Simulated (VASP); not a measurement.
Here is a VASP 6.6.1 calculation.

The input INCAR:

```
ALGO = Normal
EDIFF = 1E-8
ENCUT = 520
GGA = PE
ISIF = 2
ISMEAR = -1
LASPH = True
LCHARG = False
LEFG = True
LREAL = False
LWAVE = False
NBANDS = 17
NELM = 60
PREC = Accurate
SIGMA = 0.03
```

KPOINTS

```
k-points
0
Gamma
  10 10 10
```

POSCAR

```
PbSe
1.0
    0.0000000000      3.1079612655      3.1079612655
    3.1079612655      0.0000000000      3.1079612655
    3.1079612655      3.1079612655      0.0000000000
Pb Se
1 1
Direct
    0.0000000000      0.0000000000      0.0000000000
    0.5000000000      0.5000000000      0.5000000000
```

Potentials or basis: VASP PAW PBE potentials, release 64 (Pb_d, Se).

Run with:

```bash
$ cat potpaw_PBE.64/Pb_d/POTCAR potpaw_PBE.64/Se/POTCAR > POTCAR
$ mpirun -np 1 vasp_std > vasp.out
```

Problem. What does it give for the band gap on the k mesh?

Solution. 0.44 eV.

Problem. Estimate the pressure.

Solution. 0.0 GPa.

Caveat: spin-orbit coupling is left out, which moves the levels of the heavy elements. A k mesh can miss the band edges.
